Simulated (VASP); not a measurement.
# CS2 (Pa-3) in VASP: further runs

Runs on CS2. Level: PBE. Tasks: single point, relaxation of the atoms.

All numbers are computed with VASP 6.6.1; they aren't measurements. Logs are shortened: lines on timing, memory, paths and dates and some standing lists are left out, and cuts for length are marked.

## 1. The cell of the first run

It takes space group Pa-3 (No. 205, cubic). Conventional cell: a = 5.620 Å, b = 5.620 Å, c = 5.620 Å, α = 90.00°, β = 90.00°, γ = 90.00°. C (site symmetry -3) has 2 S at 1.54 Å within 2.1 Å. Within 2.1 Å of S (site symmetry 3) lie 1 C at 1.54 Å.

## 2. Single point, PBE

The input, INCAR:

```
ALGO = Normal
EDIFF = 1E-6
ENCUT = 520
GGA = PE
ISIF = 2
ISMEAR = -1
LASPH = T
LCHARG = T
LELF = T
LREAL = F
LVHAR = T
LWAVE = F
NBANDS = 44
NELM = 100
PREC = Accurate
SIGMA = 0.02
```

The input, KPOINTS:

```
k-points
0
Gamma
  4 4 4
```

The input, POSCAR:

```
CS2
1.0
    5.6200000000      0.0000000000      0.0000000000
    0.0000000000      5.6200000000      0.0000000000
    0.0000000000      0.0000000000      5.6200000000
C S
4 8
Direct
    0.0000000000      0.0000000000      0.0000000000
    0.5000000000      0.0000000000      0.5000000000
    0.5000000000      0.5000000000      0.0000000000
    0.0000000000      0.5000000000      0.5000000000
    0.1584187701      0.1584187701      0.1584187701
    0.3415812299      0.8415812299      0.6584187701
    0.6584187701      0.3415812299      0.8415812299
    0.8415812299      0.6584187701      0.3415812299
    0.8415812299      0.8415812299      0.8415812299
    0.6584187701      0.1584187701      0.3415812299
    0.3415812299      0.6584187701      0.1584187701
    0.1584187701      0.3415812299      0.6584187701
```

Potentials or basis: VASP PAW PBE potentials, release 64 (C, S).

Run with:

```console
$ cat potpaw_PBE.64/C/POTCAR potpaw_PBE.64/S/POTCAR > POTCAR
$ mpirun -np 1 vasp_std > vasp.out
```

OUTCAR:

```text
EDIFF = 1E-6
   ENCUT = 520
   GGA = PE
   ISIF = 2
   ISMEAR = -1
   LASPH = T
   LREAL = F
   NELM = 100
   PREC = Accurate

 ion  position               nearest neighbor table
   1  0.000  0.000  0.000-   5 1.54   9 1.54
   2  0.500  0.000  0.500-   6 1.54  10 1.54
   3  0.500  0.500  0.000-   7 1.54  11 1.54
   4  0.000  0.500  0.500-   8 1.54  12 1.54
   5  0.158  0.158  0.158-   1 1.54
   6  0.342  0.842  0.658-   2 1.54
   7  0.658  0.342  0.842-   3 1.54
   8  0.842  0.658  0.342-   4 1.54
   9  0.842  0.842  0.842-   1 1.54
  10  0.658  0.158  0.342-   2 1.54
  11  0.342  0.658  0.158-   3 1.54
  12  0.158  0.342  0.658-   4 1.54

  LATTYP: Found a simple cubic cell.
 ALAT       =     5.6200000000

  Lattice vectors:

 A1 = (   5.6200000000,   0.0000000000,   0.0000000000)
 A2 = (   0.0000000000,   5.6200000000,   0.0000000000)
 A3 = (   0.0000000000,   0.0000000000,   5.6200000000)

Analysis of symmetry for initial positions (statically):
=====================================================================
 Subroutine PRICEL returns:
 Original cell was already a primitive cell.

 Routine SETGRP: Setting up the symmetry group for a
 simple cubic supercell.

 Subroutine GETGRP returns: Found 24 space group operations
 (whereof  6 operations were pure point group operations)
 out of a pool of 48 trial point group operations.

The static configuration has the point symmetry S_6 .
 The point group associated with its full space group is T_h .

Analysis of symmetry for dynamics (positions and initial velocities):
=====================================================================
 Subroutine PRICEL returns:
 Original cell was already a primitive cell.

 Routine SETGRP: Setting up the symmetry group for a
 simple cubic supercell.

 Subroutine GETGRP returns: Found 24 space group operations
 (whereof  6 operations were pure point group operations)
 out of a pool of 48 trial point group operations.

The dynamic configuration has the point symmetry S_6 .
 The point group associated with its full space group is T_h .

 Subroutine INISYM returns: Found 24 space group operations
 (whereof  6 operations are pure point group operations),
[... 107 lines left out ...]
   NFREE  =      0    steps in history (QN), initial steepest desc. (CG)
   ISIF   =      2    stress and relaxation
   ISYM   =      2    0-nonsym 1-usesym 2-fastsym
   POTIM  = 0.5000    time-step for ionic-motion
   TEBEG  =    0.0;   TEEND  =   0.0 temperature during run
   PSTRESS=    0.0 pullay stress
   NELECT =      64.0000    total number of electrons
   NUPDOWN=      -1.0000    fix difference up-down
   EMIN   =  10.00;   EMAX   =-10.00  energy-range for DOS
   EFERMI =   0.00;   METHOD = LEGACY
   ISMEAR =    -1;   SIGMA  =   0.02  broadening in eV -4-tet -1-fermi 0-gaus
   EFERMI_NEDOS =   21; number of points for ismear=-14 and -15
   IALGO  =     38    algorithm
   IMIX   =      4    mixing-type and parameters
     AMIX     =   0.40;   BMIX     =  1.00
     AMIX_MAG =   1.60;   BMIX_MAG =  1.00
  volume/ion in A,a.u.               =      14.79        99.82
  Fermi-wavevector in a.u.,A,eV,Ry     =   1.165195  2.201899 18.472341  1.357679
  Thomas-Fermi vector in A             =   2.301723
   LORBIT       =      0    0 simple, 1 ext, 2 COOP (PROOUT), +10 PAW based schemes
   GGA     = PE    functional components
   LHFCALC =     F    Hartree Fock is set to
   AEXX    =    0.0000 exact exchange contribution
   IVDW    =     0    specifies the selected vdW correction
   LEPSILON=     F    determine dielectric tensor
   LRPA    =     F    only Hartree local field effects (RPA)
 non-spin polarized calculation
  energy-cutoff  :      520.00
  volume of cell :      177.50
 maximum number of plane-waves:      4801
 NGX is ok and might be reduce to    42
   NGX = 21   NGY = 21   NGZ = 21

 number of electron      64.0000003 magnetization

 Free energy of the ion-electron system (eV)
  ---------------------------------------------------
  ext. energy  EPLUGINS =         0.00000000
  ---------------------------------------------------
  free energy    TOTEN  =       -59.98238107 eV

  energy without entropy =      -59.98238107  energy(sigma->0) =      -59.98238107

 E-fermi :   6.2126     XC(G=0): -10.3178

 val. band max:        5.7022051567   @ k =   0.0000   0.0000   0.0000
 cond. band min:       7.0390546931   @ k =   0.5000   0.2500   0.0000
 fundamental gap:      1.3368495364
 Fermi energy:         6.2125894027

 k-point     1 :       0.0000    0.0000    0.0000
  band No.  band energies     occupation
      1     -12.1447      2.00000
      2     -10.5792      2.00000
      3     -10.5792      2.00000
      4     -10.5792      2.00000
      5      -9.0258      2.00000
      6      -9.0258      2.00000
[... 506 lines left out ...]
     43      11.2142      0.00000
     44      11.2142      0.00000

------------------------ aborting loop because EDIFF is reached ----------------------------------------

  FORCE on cell =-STRESS in cart. coord.  units (eV):
  Direction    XX          YY          ZZ          XY          YZ          ZX
  --------------------------------------------------------------------------------------
  -------------------------------------------------------------------------------------
  Total       24.9302910     24.9302910     24.9302910      0.0000000      0.0000000     -0.0000000
  in kB      225.0240741    225.0240741    225.0240741      0.0000000      0.0000000     -0.0000000
  external PRESSURE =     225.0240741 kB  Pullay stress =       0.0000000 kB

 VOLUME and BASIS-vectors are now :
 -----------------------------------------------------------------------------
  energy-cutoff  :      520.00
  volume of cell :      177.50
      direct lattice vectors                 reciprocal lattice vectors
     5.620000000  0.000000000  0.000000000     0.177935943  0.000000000  0.000000000
     0.000000000  5.620000000  0.000000000     0.000000000  0.177935943  0.000000000
     0.000000000  0.000000000  5.620000000     0.000000000  0.000000000  0.177935943

 POSITION                                       TOTAL-FORCE (eV/Angst)
 -----------------------------------------------------------------------------------
      0.00000      0.00000      0.00000         0.000000      0.000000      0.000000
      2.81000      0.00000      2.81000         0.000000      0.000000      0.000000
      2.81000      2.81000      0.00000         0.000000      0.000000      0.000000
      0.00000      2.81000      2.81000         0.000000      0.000000      0.000000
      0.89031      0.89031      0.89031        -0.164158     -0.164158     -0.164158
      1.91969      4.72969      3.70031         0.164158      0.164158     -0.164158
      3.70031      1.91969      4.72969        -0.164158      0.164158      0.164158
      4.72969      3.70031      1.91969         0.164158     -0.164158      0.164158
      4.72969      4.72969      4.72969         0.164158      0.164158      0.164158
      3.70031      0.89031      1.91969        -0.164158     -0.164158      0.164158
      1.91969      3.70031      0.89031         0.164158     -0.164158     -0.164158
      0.89031      1.91969      3.70031        -0.164158      0.164158     -0.164158
 -----------------------------------------------------------------------------------
    total drift:                               -0.000000      0.000000     -0.000000

  FREE ENERGIE OF THE ION-ELECTRON SYSTEM (eV)
  ---------------------------------------------------
  free  energy   TOTEN  =       -59.9823810656 eV

  energy  without entropy=      -59.9823810656  energy(sigma->0) =      -59.98238107
```

Wall time 90 s (1 thread of Intel Xeon Platinum 8259CL at 2.50GHz (Skylake/Cascade Lake), shared host); peak memory 0.28 GiB.

Results:

* Free energy: -59.9824 eV
* Pressure: 22.5 GPa
* Largest force: 0.284 eV/Å
* Band gap on the k mesh: 1.34 eV (least direct gap 1.69 eV)

Forces in eV/Å, atoms in the order of the input:
```
C    0.000  0.000  0.000
C    0.000  0.000  0.000
C    0.000  0.000  0.000
C    0.000  0.000  0.000
S   -0.164 -0.164 -0.164
S    0.164  0.164 -0.164
S   -0.164  0.164  0.164
S    0.164 -0.164  0.164
S    0.164  0.164  0.164
S   -0.164 -0.164  0.164
S    0.164 -0.164 -0.164
S   -0.164  0.164 -0.164
```

Levels at points of the mesh, in eV from the valence-band top:
```
           k point  band 30  band 31  band 32  band 33  band 34  band 35
(0.00, 0.00, 0.00)    -1.61     0.00     0.00     2.12     2.12     2.12
(0.50, 0.00, 0.00)    -1.55    -0.28    -0.28     1.42     1.42     2.28
(0.50, 0.50, 0.00)    -1.33    -1.33    -1.33     1.57     1.57     1.57
(0.50, 0.50, 0.50)    -1.74    -1.74    -1.74     1.96     1.96     1.96
```

Caveat: the cell stands under pressure; this functional lacks dispersion, which holds the molecules together, so the pressure and a relaxed volume are unreliable. A k mesh can miss the band edges.

## 3. Relaxation of the atoms, PBE

The input, INCAR:

```
PREC     = Accurate       # precision mode
ENCUT    = 520            # plane-wave cutoff, eV
EDIFF    = 1E-6           # SCF threshold, eV
ISMEAR   = -1             # smearing method
SIGMA    = 0.02           # smearing width, eV
LREAL    = False          # projectors in reciprocal space
LASPH    = True           # aspherical terms in the spheres
NELM     = 100            # most SCF steps
ALGO     = Normal         # electronic algorithm
ISIF     = 2              # what is computed and relaxed
LWAVE    = False          # write WAVECAR
LCHARG   = False          # write CHGCAR
GGA      = PE             # functional
IBRION   = 2              # ionic algorithm
NSW      = 80             # ionic steps
EDIFFG   = -0.02          # ionic threshold
```

The input, KPOINTS:

```
regular mesh
0
Gamma
  4 4 4
```

The input, POSCAR:

```
CS2
1.0
    5.6200000000      0.0000000000      0.0000000000
    0.0000000000      5.6200000000      0.0000000000
    0.0000000000      0.0000000000      5.6200000000
C S
4 8
Direct
    0.0000000000      0.0000000000      0.0000000000
    0.5000000000      0.0000000000      0.5000000000
    0.5000000000      0.5000000000      0.0000000000
    0.0000000000      0.5000000000      0.5000000000
    0.1200165072      0.1200165072      0.1200165072
    0.3799834928      0.8799834928      0.6200165072
    0.6200165072      0.3799834928      0.8799834928
    0.8799834928      0.6200165072      0.3799834928
    0.8799834928      0.8799834928      0.8799834928
    0.6200165072      0.1200165072      0.3799834928
    0.3799834928      0.6200165072      0.1200165072
    0.1200165072      0.3799834928      0.6200165072
```

Potentials or basis: VASP PAW PBE potentials, release 64 (C, S).

Run with:

```console
$ cat potpaw_PBE.64/C/POTCAR potpaw_PBE.64/S/POTCAR > POTCAR
$ mpirun -np 1 vasp_std > vasp.out
```

It took 8.9 min on 1 thread of Intel Xeon Platinum 8259CL at 2.50GHz (Skylake/Cascade Lake), shared host; peak memory 0.28 GiB.

It converged, with:

- Free energy: -49.5287 eV
- Energy gained by relaxing: 4282.1 meV/atom
- Ionic steps: 8
- Pressure after relaxing: 0.8 GPa
- Largest force after relaxing: 0.006 eV/Å
- Band gap on the k mesh: 0.22 eV (least direct gap 0.30 eV)

Forces in eV/Å, atoms in the order of the input:
```
C    0.000  0.000  0.000
C    0.000  0.000  0.000
C    0.000  0.000  0.000
C    0.000  0.000  0.000
S   -0.003 -0.003 -0.003
S    0.003  0.003 -0.003
S   -0.003  0.003  0.003
S    0.003 -0.003  0.003
S    0.003  0.003  0.003
S   -0.003 -0.003  0.003
S    0.003 -0.003 -0.003
S   -0.003  0.003 -0.003
```

The path:
| step | energy change (eV) | largest force (eV/Å) | pressure (GPa) |
| --- | --- | --- | --- |
| 1 | 0.0000 | 58.7011 | 176.70 |
| 2 | -47.3681 | 8.7609 | 18.47 |
| 3 | -49.8213 | 0.7825 | -7.37 |
| 4 | -50.1788 | 1.0678 | -5.74 |
| 5 | -51.3818 | 0.1404 | 0.46 |
| 6 | -51.1403 | 1.4255 | 4.19 |
| 7 | -51.3476 | 0.4267 | -0.33 |
| 8 | -51.3855 | 0.0060 | 0.84 |

Final structure:
```
C S
1.0
     5.62000    0.00000    0.00000
     0.00000    5.62000    0.00000
     0.00000    0.00000    5.62000
C S
4 8
Direct
  0.00000 0.00000 0.00000
  0.50000 0.00000 0.50000
  0.50000 0.50000 0.00000
  0.00000 0.50000 0.50000
  0.39526 0.39526 0.39526
  0.10474 0.60474 0.89526
  0.89526 0.10474 0.60474
  0.60474 0.89526 0.10474
  0.60474 0.60474 0.60474
  0.89526 0.39526 0.10474
  0.10474 0.89526 0.39526
  0.39526 0.10474 0.89526
```

Levels at points of the mesh, in eV from the valence-band top:
```
           k point  band 29  band 30  band 31  band 32  band 33  band 34  band 35  band 36
(0.00, 0.00, 0.00)    -0.80     0.00     0.00     0.00     0.30     0.80     0.80     0.80
(0.50, 0.00, 0.00)    -0.91    -0.91    -0.26    -0.26     0.54     0.54     0.73     0.73
(0.50, 0.50, 0.00)    -1.82    -1.82    -1.82    -1.82     1.17     1.17     1.17     1.17
(0.50, 0.50, 0.50)    -3.40    -3.40    -3.40    -3.40     0.70     0.70     0.70     0.70
```

Caveat: semilocal functionals underestimate gaps, and a narrow one can read as zero; this functional lacks dispersion, which holds the molecules together, so the pressure and a relaxed volume are unreliable. A k mesh can miss the band edges.
